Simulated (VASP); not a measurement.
Crystal: NbHg2Sb3.

```
Nb Hg Sb
1.0
     3.28623   -5.49580    0.00000
     3.28623    5.49580    0.00000
     0.00000    0.00000    5.13845
Nb Hg Sb
1 2 3
Cartesian
  3.2862 0.0000 0.0000
  1.6431 2.7479 2.5692
  1.6431 -2.7479 2.5692
  3.2862 3.7254 0.0000
  3.2862 -3.7254 0.0000
  0.0000 0.0000 2.5692
```

```yaml
Program: VASP 6.6.1
Task: relaxation of cell and atoms
Functional: PBEsol
Potentials_or_basis: VASP PAW PBE potentials, release 64 (Nb_sv, Hg, Sb)
Cutoff: 500 eV
k_mesh: 4 × 4 × 4
Occupations: fermi-dirac, width 0.03 eV
Spin: no spin polarisation
```

At the start: pressure -7.5 GPa; volume 30.93 Å³/atom.

How do energy, volume and symmetry change on relaxing?

Over 30 steps the energy falls by 371.3 meV/atom and the volume is 26.00 Å³/atom (-15.9 %); space group Cmmm (No. 65, to 0.1 Å) before and after.

The path:
```csv
step,energy change (eV),largest force (eV/Å),pressure (GPa),volume (Å³)
1,0.0000,0.3495,-7.48,185.61
2,-1.1734,0.6541,2.47,149.28
3,-1.1750,0.6442,1.88,150.44
4,-1.6931,0.3281,2.66,147.07
5,0.3703,1.5882,24.63,132.52
6,-1.8729,0.1333,3.53,145.20
7,-1.7964,0.5907,8.85,139.82
8,-1.9671,0.1670,5.26,142.98
9,-2.0831,0.4245,-3.06,161.39
10,-2.1610,0.3438,-0.34,153.61
11,-2.1781,0.2886,-0.01,153.40
12,-2.1858,0.2382,0.37,153.18
13,-2.1690,0.1142,1.39,152.67
14,-2.1868,0.2246,0.49,153.10
15,-2.1950,0.1014,-0.45,155.38
16,-2.1950,0.1081,-0.37,155.19
17,-2.2003,0.0615,0.00,154.53
18,-2.1928,0.2146,1.10,152.91
19,-2.2018,0.0096,0.27,154.12
20,-2.2059,0.0130,0.16,154.42
21,-2.2147,0.0660,-0.06,155.29
22,-2.2152,0.2255,-0.31,156.91
23,-2.2185,0.1419,-0.22,156.10
24,-2.2235,0.1170,-0.10,156.06
25,-2.2267,0.0854,0.12,155.99
26,-2.2273,0.0556,-0.02,156.22
27,-2.2274,0.0237,-0.18,156.48
28,-2.2277,0.0019,-0.09,156.24
29,-2.2277,0.0035,-0.06,156.19
30,-2.2278,0.0062,0.00,156.01
```

Final structure:
```cif
data_structure
_symmetry_space_group_name_H-M 'P 1'
_symmetry_Int_Tables_number 1
_cell_length_a 5.8337
_cell_length_b 5.8337
_cell_length_c 5.7599
_cell_angle_alpha 90.000
_cell_angle_beta 90.000
_cell_angle_gamma 127.260
_cell_volume 156.01
loop_
_atom_site_label
_atom_site_type_symbol
_atom_site_fract_x
_atom_site_fract_y
_atom_site_fract_z
_atom_site_occupancy
Nb1 Nb 0.50000 0.50000 0.00000 1
Hg1 Hg 0.00000 0.50000 0.50000 1
Hg2 Hg 0.50000 0.00000 0.50000 1
Sb1 Sb 0.14722 0.85278 0.00000 1
Sb2 Sb 0.85278 0.14722 0.00000 1
Sb3 Sb 0.00000 0.00000 0.50000 1
```

Caveat: the volume moved by over 15 % at a fixed basis, so the end points are rough; the PAW data sets were made with another functional, which shifts forces and pressure a little.
